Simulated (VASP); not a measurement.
# BaTiO3 (R3m) in VASP: further runs

BaTiO3 is run at these levels: PBE; tasks: relaxation of cell and atoms.

Everything below comes from runs of VASP 6.6.1. Logs are shortened: lines on timing, memory, paths and dates and some standing lists are left out, and cuts for length are marked.

## Step 1: The cell of the first run

It takes space group R3m (No. 160, trigonal). Conventional cell: a = 5.673 Å, b = 5.673 Å, c = 7.003 Å, α = 90.00°, β = 90.00°, γ = 120.00°. Ba (site symmetry 3m) has 12 O at 2.76 to 2.95 Å and 7 Ti at 3.40 to 3.51 Å within 3.6 Å. Within 2.5 Å of Ti (site symmetry 3m) lie 6 O at 1.85 to 2.19 Å. O (site symmetry m) has 2 Ti at 1.85 to 2.19 Å within 2.5 Å.

## Step 2: Relaxation of cell and atoms, PBE, target pressure 3 GPa, at which the enthalpy is minimised

The input, INCAR:

```
PREC = Accurate
ENCUT = 600
EDIFF = 1E-6
ISMEAR = 0
SIGMA = 0.02
LREAL = F
LASPH = T
NELM = 80
ALGO = Normal
ISIF = 3
LWAVE = F
LCHARG = F
GGA = PE
IBRION = 2
NSW = 70
EDIFFG = -0.008
PSTRESS = 30.0
```

The input, KPOINTS:

```
Automatic mesh
0
Gamma
  6 6 6
```

The input, POSCAR:

```
BaTiO3
1.0
    2.8364806839      1.6376428864      2.3343118169
   -2.8364806839      1.6376428864      2.3343118169
    0.0000000000     -3.2752857728      2.3343118169
Ba Ti O
1 1 3
Direct
    0.0034746585      0.0034746585      0.0034746585
    0.5177065123      0.5177065123      0.5177065123
    0.4868572253      0.9762053787      0.4868572253
    0.4868572253      0.4868572253      0.9762053787
    0.9762053787      0.4868572253      0.4868572253
```

Potentials or basis: VASP PAW PBE potentials, release 64 (Ba_sv, Ti_sv, O).

On the command line:

```
$ cat potpaw_PBE.64/Ba_sv/POTCAR potpaw_PBE.64/Ti_sv/POTCAR potpaw_PBE.64/O/POTCAR > POTCAR
$ mpirun -np 1 vasp_std > vasp.out
```

OUTCAR:

```text
PREC = Accurate
   ENCUT = 600
   EDIFF = 1E-6
   ISMEAR = 0
   LREAL = F
   LASPH = T
   NELM = 80
   ISIF = 3
   GGA = PE
   IBRION = 2
   NSW = 70
   EDIFFG = -0.008
   PSTRESS = 30.0

 ion  position               nearest neighbor table
   1  0.003  0.003  0.003-   4 2.76   3 2.76   5 2.76   5 2.84   3 2.84   3 2.84   5 2.84   4 2.84
                             4 2.84   4 2.95   3 2.95   5 2.95   2 3.40   2 3.44   2 3.44   2 3.44
   2  0.518  0.518  0.518-   4 1.85   3 1.85   5 1.85   4 2.19   3 2.19   5 2.19   1 3.40   1 3.44
                             1 3.44   1 3.44   1 3.51   1 3.51   1 3.51   1 3.60
   3  0.487  0.976  0.487-   2 1.85   2 2.19   1 2.76   1 2.84   1 2.84   1 2.95
   4  0.487  0.487  0.976-   2 1.85   2 2.19   1 2.76   1 2.84   1 2.84   1 2.95
   5  0.976  0.487  0.487-   2 1.85   2 2.19   1 2.76   1 2.84   1 2.84   1 2.95

  LATTYP: Found a trigonal (rhomboedric) cell.
 ALAT       =     4.0220030522
 COS(alpha) =     0.0052708044

  Lattice vectors:

 A1 = (   2.8364806839,   1.6376428864,   2.3343118169)
 A2 = (  -2.8364806839,   1.6376428864,   2.3343118169)
 A3 = (   0.0000000000,  -3.2752857728,   2.3343118169)

Analysis of symmetry for initial positions (statically):
=====================================================================
 Subroutine PRICEL returns:
 Original cell was already a primitive cell.

 Routine SETGRP: Setting up the symmetry group for a
 trigonal (rhombohedral) supercell.

 Subroutine GETGRP returns: Found  6 space group operations
 (whereof  6 operations were pure point group operations)
 out of a pool of 12 trial point group operations.

The static configuration has the point symmetry C_3v.

Analysis of symmetry for dynamics (positions and initial velocities):
=====================================================================
 Subroutine PRICEL returns:
 Original cell was already a primitive cell.

 Routine SETGRP: Setting up the symmetry group for a
 trigonal (rhombohedral) supercell.

 Subroutine GETGRP returns: Found  6 space group operations
 (whereof  6 operations were pure point group operations)
 out of a pool of 12 trial point group operations.

The dynamic configuration has the point symmetry C_3v.

 Subroutine INISYM returns: Found  6 space group operations
 (whereof  6 operations are pure point group operations),
 and found     1 'primitive' translations

----------------------------------------------------------------------------------------

                                     Primitive cell

  volume of cell :      65.0593

  direct lattice vectors                    reciprocal lattice vectors
     2.836480684  1.637642886  2.334311817     0.176274777  0.101772290  0.142797261
    -2.836480684  1.637642886  2.334311817    -0.176274777  0.101772290  0.142797261
     0.000000000 -3.275285773  2.334311817     0.000000000 -0.203544580  0.142797261

  length of vectors
     4.022003052  4.022003052  4.022003052     0.248639204  0.248639204  0.248639204

  position of ions in fractional coordinates (direct lattice)
     0.003474658  0.003474658  0.003474658
     0.517706512  0.517706512  0.517706512
     0.486857225  0.976205379  0.486857225
     0.486857225  0.486857225  0.976205379
     0.976205379  0.486857225  0.486857225

  ion indices of the primitive-cell ions
   primitive index   ion index
                 1           1
                 2           2
                 3           3
                 4           4
                 5           5

----------------------------------------------------------------------------------------

 KPOINTS: Automatic mesh

Automatic generation of k-mesh.
 Grid dimensions read from file:
 generate k-points for:    6    6    6

 Generating k-lattice:

  Cartesian coordinates                     Fractional coordinates (reciprocal lattice)
     0.029379129  0.016962048  0.023799543     0.166666667  0.000000000  0.000000000
    -0.029379129  0.016962048  0.023799543     0.000000000  0.166666667  0.000000000
     0.000000000 -0.033924097  0.023799543     0.000000000  0.000000000  0.166666667

  Length of vectors
     0.041439867  0.041439867  0.041439867

  Shift w.r.t. Gamma in fractional coordinates (k-lattice)
     0.000000000  0.000000000  0.000000000

 Subroutine IBZKPT returns following result:
 ===========================================

 Found     32 irreducible k-points:

 Following reciprocal coordinates:
            Coordinates               Weight
  0.000000  0.000000  0.000000      1.000000
  0.166667  0.000000 -0.000000      6.000000
  0.333333  0.000000  0.000000      6.000000
  0.500000  0.000000  0.000000      3.000000
  0.166667  0.166667 -0.000000      6.000000
  0.333333  0.166667  0.000000     12.000000
[... 16 lines left out ...]
  0.500000  0.500000  0.166667      6.000000
 -0.333333  0.500000  0.166667     12.000000
 [... further k-points ...]
   k-points           NKPTS =     32   k-points in BZ     NKDIM =     32   number of bands    NBANDS=     24
   number of dos      NEDOS =    301   number of ions     NIONS =      5
   total plane-waves  NPLWV =  32768
   dimension x,y,z NGX =    32 NGY =   32 NGZ =   32
   dimension x,y,z NGXF=    64 NGYF=   64 NGZF=   64
   ions per type =               1   1   3
   NGX,Y,Z   is equivalent  to a cutoff of  13.23, 13.23, 13.23 a.u.
   NGXF,Y,Z  is equivalent  to a cutoff of  26.45, 26.45, 26.45 a.u.
 SYSTEM =  unknown system
   PREC   = accura    normal or accurate (medium, high low for compatibility)
   ISTART =      0    job   : 0-new  1-cont  2-samecut
   ICHARG =      2    charge: 1-file 2-atom 10-const
   ISPIN  =      1    spin polarized calculation?
   LNONCOLLINEAR =      F non collinear calculations
   LSORBIT =      F    spin-orbit coupling
   LASPH  =      T    aspherical Exc in radial PAW
   ENCUT  =  600.0 eV  44.10 Ry    6.64 a.u.   8.03  8.03  8.03*2*pi/ulx,y,z
   NELM   =     80;   NELMIN=  2; NELMDL= -5     # of ELM steps
   EDIFF  = 0.1E-05   stopping-criterion for ELM
   LREAL  =      F    real-space projection
   EDIFFG = -.8E-02   stopping-criterion for IOM
   NSW    =     70    number of steps for IOM
   IBRION =      2    ionic relax: 0-MD 1-quasi-New 2-CG
   NFREE  =      1    steps in history (QN), initial steepest desc. (CG)
   ISIF   =      3    stress and relaxation
   ISYM   =      2    0-nonsym 1-usesym 2-fastsym
   POTIM  = 0.5000    time-step for ionic-motion
   TEBEG  =    0.0;   TEEND  =   0.0 temperature during run
   PSTRESS=   30.0 pullay stress
   NELECT =      40.0000    total number of electrons
   NUPDOWN=      -1.0000    fix difference up-down
   EMIN   =  10.00;   EMAX   =-10.00  energy-range for DOS
   EFERMI =   0.00;   METHOD = LEGACY
   ISMEAR =     0;   SIGMA  =   0.02  broadening in eV -4-tet -1-fermi 0-gaus
   EFERMI_NEDOS =   21; number of points for ismear=-14 and -15
   IALGO  =     38    algorithm
   IMIX   =      4    mixing-type and parameters
     AMIX     =   0.40;   BMIX     =  1.00
     AMIX_MAG =   1.60;   BMIX_MAG =  1.00
  volume/ion in A,a.u.               =      13.01        87.81
  Fermi-wavevector in a.u.,A,eV,Ry     =   1.392062  2.630615 26.365851  1.937835
  Thomas-Fermi vector in A             =   2.515841
   LORBIT       =      0    0 simple, 1 ext, 2 COOP (PROOUT), +10 PAW based schemes
   GGA     = PE    functional components
   LHFCALC =     F    Hartree Fock is set to
   AEXX    =    0.0000 exact exchange contribution
   IVDW    =     0    specifies the selected vdW correction
   LEPSILON=     F    determine dielectric tensor
   LRPA    =     F    only Hartree local field effects (RPA)
 conjugate gradient relaxation of ions
 non-spin polarized calculation
 Gauss-broadening in eV      SIGMA  =   0.02
  energy-cutoff  :      600.00
  volume of cell :       65.06
 maximum number of plane-waves:      2200
   NGX = 17   NGY = 17   NGZ = 17

--------------------------------------- Ionic step        1  -------------------------------------------

 number of electron      39.9999997 magnetization

 Free energy of the ion-electron system (eV)
  ---------------------------------------------------
  ext. energy  EPLUGINS =         0.00000000
  ---------------------------------------------------
  free energy    TOTEN  =       -40.01502274 eV

  energy without entropy =      -40.01502274  energy(sigma->0) =      -40.01502274

------------------------ aborting loop because EDIFF is reached ----------------------------------------

  FORCE on cell =-STRESS in cart. coord.  units (eV):
  Direction    XX          YY          ZZ          XY          YZ          ZX
  --------------------------------------------------------------------------------------
  -------------------------------------------------------------------------------------
  Total        2.5874915      2.5874915      2.3596781     -0.0000000      0.0000000     -0.0000000
  in kB       63.7206733     63.7206733     58.1104427     -0.0000000      0.0000000     -0.0000000
  external PRESSURE =      31.8505964 kB  Pullay stress =      30.0000000 kB
[... 106 lines left out ...]
  energy  without entropy=      -40.0498572082  energy(sigma->0) =      -40.04985721

  enthalpy is  TOTEN    =       -38.8120074954 eV   P V=        1.2378497129

[... ionic steps 4 to 7 ...]

--------------------------------------- Ionic step        8  -------------------------------------------

 number of electron      40.0000000 magnetization

------------------------ aborting loop because EDIFF is reached ----------------------------------------
[... 77 lines left out ...]
--------------------------------------- Ionic step       10  -------------------------------------------

 number of electron      39.9999999 magnetization

 Free energy of the ion-electron system (eV)
  ---------------------------------------------------
  ext. energy  EPLUGINS =         0.00000000
  ---------------------------------------------------
  free energy    TOTEN  =       -40.04393202 eV

  energy without entropy =      -40.04393202  energy(sigma->0) =      -40.04393202

 E-fermi :   3.7731     XC(G=0): -11.1142

 val. band max:        3.5897674775   @ k =   0.5000   0.5000   0.5000
 cond. band min:       5.9827264517   @ k =   0.0000   0.0000   0.0000
 fundamental gap:      2.3929589742
 Fermi energy:         3.7730830923

 k-point     1 :       0.0000    0.0000    0.0000
  band No.  band energies     occupation
      1     -52.7639      2.00000
      2     -29.0117      2.00000
      3     -29.0098      2.00000
      4     -29.0098      2.00000
      5     -21.2654      2.00000
      6     -13.1831      2.00000
[... 637 lines left out ...]
     23       7.6035      0.00000
     24       9.2299      0.00000

 [... further k-points ...]

------------------------ aborting loop because EDIFF is reached ----------------------------------------

  FORCE on cell =-STRESS in cart. coord.  units (eV):
  Direction    XX          YY          ZZ          XY          YZ          ZX
  --------------------------------------------------------------------------------------
  -------------------------------------------------------------------------------------
  Total        1.2287180      1.2287180      1.2471573      0.0000000     -0.0000000     -0.0000000
  in kB       29.9792099     29.9792099     30.4291064      0.0000000     -0.0000000     -0.0000000
  external PRESSURE =       0.1291754 kB  Pullay stress =      30.0000000 kB
[... 24 lines left out ...]
  energy  without entropy=      -40.0439320241  energy(sigma->0) =      -40.04393202

  enthalpy is  TOTEN    =       -38.8143619209 eV   P V=        1.2295701032

 reached required accuracy - stopping structural energy minimisation
```

It took 2 min on 1 thread of Intel Xeon 6975P-C (Granite Rapids), shared host; peak memory 0.22 GiB.

Results:

```yaml
Free_energy: -40.0439 eV
Relaxed_volume: 13.13 Å³/atom
Relaxed_cell: a = 4.034 Å, b = 4.034 Å, c = 4.034 Å, α = 89.82°, β = 89.82°, γ = 89.82°
Space_group_after_relaxing_to_0.05_Å: R3m (No. 160)
Energy_change_on_relaxing_the_enthalpy_is_what_falls: -5.8 meV/atom
Ionic_steps: 10
Pressure_after_relaxing: 3.0 GPa
Largest_force_after_relaxing: 0.004 eV/Å
Band_gap_on_the_k_mesh: 2.39 eV, indirect (least direct gap 2.84 eV)
```

Forces on the atoms (eV/Å):
```
Ba   0.000  0.000 -0.003
Ti   0.000  0.000  0.004
O    0.000  0.000  0.000
O    0.000  0.000  0.000
O    0.000  0.000  0.000
```

The path:
| step | energy change (eV) | largest force (eV/Å) | pressure (GPa) | volume (Å³) |
| --- | --- | --- | --- | --- |
| 1 | 0.0000 | 0.4399 | 6.19 | 65.06 |
| 2 | -0.0361 | 0.2817 | -1.40 | 67.53 |
| 3 | -0.0348 | 0.0845 | 2.72 | 66.11 |
| 4 | -0.0344 | 0.0910 | 2.76 | 66.09 |
| 5 | -0.0329 | 0.0628 | 2.89 | 65.95 |
| 6 | -0.0280 | 0.0417 | 3.17 | 65.63 |
| 7 | -0.0273 | 0.0389 | 3.21 | 65.59 |
| 8 | -0.0303 | 0.0387 | 2.71 | 65.75 |
| 9 | -0.0292 | 0.0249 | 2.92 | 65.68 |
| 10 | -0.0289 | 0.0044 | 3.01 | 65.67 |

Final structure:
```xyz
5
Lattice="2.8482 1.6444 2.3367 -2.8482 1.6444 2.3367 0.0000 -3.2888 2.3367" Properties=species:S:1:pos:R:3 pbc="T T T"
Ba    0.0000    0.0000    0.0065
Ti    0.0000    0.0000    3.6053
O    -1.3997    0.8081    4.5704
O     0.0000   -1.6162    4.5704
O     1.3997    0.8081    4.5704
```

Levels at points of the mesh, in eV from the valence-band top:
```
           k point  band 18  band 19  band 20  band 21  band 22  band 23
(0.00, 0.00, 0.00)    -0.58    -0.44    -0.44     2.39     2.39     2.54
(0.50, 0.00, 0.00)    -1.59    -0.98    -0.85     2.55     3.69     3.81
(0.50, 0.50, 0.00)    -0.90    -0.85    -0.09     3.77     3.77     4.10
(0.50, 0.50, 0.50)    -0.02    -0.02     0.00     4.20     4.36     4.36
```

Caveat: the cell is relaxed towards a set pressure, so the enthalpy falls and the energy may rise; spin-orbit coupling is left out, which moves the levels of the heavy elements.

## Step 3: Relaxation of cell and atoms, PBE, target pressure -3 GPa, at which the enthalpy is minimised

This run uses another cell than the first one, of 13.77 Å³/atom, 1.058 times its volume.

The input, INCAR:

```
PREC     = Accurate       # precision mode
ENCUT    = 600            # plane-wave cutoff, eV
EDIFF    = 1E-6           # SCF threshold, eV
ISMEAR   = 0              # smearing method
SIGMA    = 0.02           # smearing width, eV
LREAL    = False          # projectors in reciprocal space
LASPH    = True           # aspherical terms in the spheres
NELM     = 80             # most SCF steps
ALGO     = Normal         # electronic algorithm
ISIF     = 3              # what is computed and relaxed
LWAVE    = False          # write WAVECAR
LCHARG   = False          # write CHGCAR
GGA      = PE             # functional
IBRION   = 2              # ionic algorithm
NSW      = 70             # ionic steps
EDIFFG   = -0.008         # ionic threshold
PSTRESS  = -30.0
```

KPOINTS is that of step 2.

POSCAR, as its differences from that of step 2:

```diff
@@ -2,5 +2,5 @@
 1.0
-    2.8364806839      1.6376428864      2.3343118169
-   -2.8364806839      1.6376428864      2.3343118169
-    0.0000000000     -3.2752857728      2.3343118169
+    2.8905071215      1.6688350647      2.3787734459
+   -2.8905071215      1.6688350647      2.3787734459
+    0.0000000000     -3.3376701294      2.3787734458
 Ba Ti O
```

Potentials or basis: VASP PAW PBE potentials, release 64 (Ba_sv, Ti_sv, O).

On the command line:

```
$ cat potpaw_PBE.64/Ba_sv/POTCAR potpaw_PBE.64/Ti_sv/POTCAR potpaw_PBE.64/O/POTCAR > POTCAR
$ mpirun -np 1 vasp_std > vasp.out
```

It took 2.9 min on 1 thread of Intel Xeon 6975P-C (Granite Rapids), shared host; peak memory 0.25 GiB.

The run converged. Its results:

| Quantity | Value |
| --- | --- |
| Free energy | -40.0450 eV |
| Relaxed volume | 14.01 Å³/atom |
| Relaxed cell | a = 4.122 Å, b = 4.122 Å, c = 4.122 Å, α = 89.52°, β = 89.52°, γ = 89.52° |
| Space group after relaxing (to 0.05 Å) | R3m (No. 160) |
| Energy change on relaxing (the enthalpy is what falls) | +2.4 meV/atom |
| Ionic steps | 11 |
| Pressure after relaxing | -3.0 GPa |
| Largest force after relaxing | 0.006 eV/Å |
| Band gap on the k mesh | 2.76 eV, indirect (least direct gap 3.35 eV) |

Forces in eV/Å, atoms in the order of the input:
```
Ba   0.000  0.000  0.002
Ti   0.000  0.000  0.006
O    0.004 -0.002 -0.003
O    0.000  0.004 -0.003
O   -0.004 -0.002 -0.003
```

The path:
| step | energy change (eV) | largest force (eV/Å) | pressure (GPa) | volume (Å³) |
| --- | --- | --- | --- | --- |
| 1 | 0.0000 | 0.2503 | -2.84 | 68.85 |
| 2 | -0.0035 | 0.0929 | -2.19 | 68.99 |
| 3 | -0.0029 | 0.0472 | -1.83 | 69.06 |
| 4 | 0.0084 | 0.0545 | -2.83 | 69.82 |
| 5 | 0.0111 | 0.0584 | -2.99 | 69.96 |
| 6 | 0.0115 | 0.0589 | -3.01 | 69.98 |
| 7 | 0.0114 | 0.0520 | -3.03 | 70.00 |
| 8 | 0.0117 | 0.0320 | -3.08 | 70.03 |
| 9 | 0.0102 | 0.0278 | -2.84 | 69.95 |
| 10 | 0.0104 | 0.0244 | -2.87 | 69.96 |
| 11 | 0.0119 | 0.0062 | -3.00 | 70.05 |

Final structure:
```
Ba Ti O
1.0
     2.90274    1.67589    2.39997
    -2.90274    1.67589    2.39997
     0.00000   -3.35179    2.39997
Ba Ti O
1 1 3
Cartesian
  0.0000 0.0000 0.0387
  0.0000 0.0000 3.7574
  -1.4082 0.8130 4.6652
  0.0000 -1.6260 4.6652
  1.4082 0.8130 4.6652
```

Levels at points of the mesh, in eV from the valence-band top:
```tsv
k point	band 17	band 18	band 19	band 20	band 21	band 22	band 23	band 24
(0.00, 0.00, 0.00)	-0.90	-0.82	-0.67	-0.67	2.78	2.78	2.97	4.51
(0.50, 0.00, 0.00)	-1.54	-1.43	-1.12	-0.92	2.91	3.69	3.88	4.46
(0.50, 0.50, 0.00)	-1.54	-0.93	-0.83	-0.09	3.77	3.82	4.08	4.74
(0.50, 0.50, 0.50)	-2.30	-0.05	-0.05	0.00	4.02	4.31	4.31	6.16
```

Caveat: the cell is relaxed towards a set pressure, so the enthalpy falls and the energy may rise; spin-orbit coupling is left out, which moves the levels of the heavy elements. As with any semilocal functional, this PBE gap is likely too small.
